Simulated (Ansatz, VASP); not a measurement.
**One calculation of Sc, two programs**

The input INCAR:

```
SYSTEM = Sc
PREC     = Accurate       ! precision mode
ENCUT    = 520            ! plane-wave cutoff, eV
EDIFF    = 1E-7           ! SCF threshold, eV
ISMEAR   = 0              ! smearing method
SIGMA    = 0.1            ! smearing width, eV
LREAL    = .FALSE.        ! projectors in reciprocal space
LASPH    = .TRUE.         ! aspherical terms in the spheres
NELM     = 100            ! most SCF steps
ALGO     = Fast           ! electronic algorithm
ISIF     = 2              ! what is computed and relaxed
LWAVE    = .FALSE.        ! write WAVECAR
LCHARG   = .FALSE.        ! write CHGCAR
GGA      = PE             ! functional
NBANDS   = 18             ! bands
```

KPOINTS

```
Automatic mesh
0
G
  6 6 4
  0 0 0
```

The input POSCAR:

```
Sc
1.0
    3.3090000000      0.0000000000      0.0000000000
   -1.6545000000      2.8656780611      0.0000000000
    0.0000000000      0.0000000000      5.2733000000
Sc
2
Direct
    0.3333333333      0.6666666667      0.2500000000
    0.6666666667      0.3333333333      0.7500000000
```

Input for Ansatz:

```yaml
crystal:
  lattice:
    - [3.309, 0.0, 0.0]
    - [-1.6545, 2.8656780611, 0.0]
    - [0.0, 0.0, 5.2733]
  atoms:
    - { symbol: Sc, position: [0.3333333333, 0.6666666667, 0.25] }
    - { symbol: Sc, position: [0.6666666667, 0.3333333333, 0.75] }
basis:
  ecutwfc: 420
kpoints:
  mp_grid: { grid: [6, 6, 4] }
hamiltonian:
  xc: pbe
scf:
  occupations: { method: gaussian, width: 0.1 }
output:
  forces: true
  stress: true
  eigenvalues: true
```

Alike in both runs: task single point; functional PBE; k mesh 6 × 6 × 4; occupations gaussian, width 0.1 eV; no spin polarisation.

|  | VASP | Ansatz |
| --- | --- | --- |
| version | VASP 6.6.1 | Ansatz 0.2.0 |
| potentials or method | VASP PAW PBE potentials, release 64 (Sc_sv), cutoff 520 eV | scalar-relativistic, plane waves, PAW |
| valence electrons in the cell | 22 | 22 |

```tsv
	VASP	Ansatz	Ansatz less VASP
gap on the k mesh at the Fermi level (eV)	none	none	-
pressure (GPa)	-0.8	-0.8	-0.03
traceless stress, the component that is largest in VASP (GPa)	-1.56	-1.56	+0.003
```

A gap of «none» marks a metal or a gap that the smearing closes.

The k mesh is coarse, so the values compare programs but aren't converged.
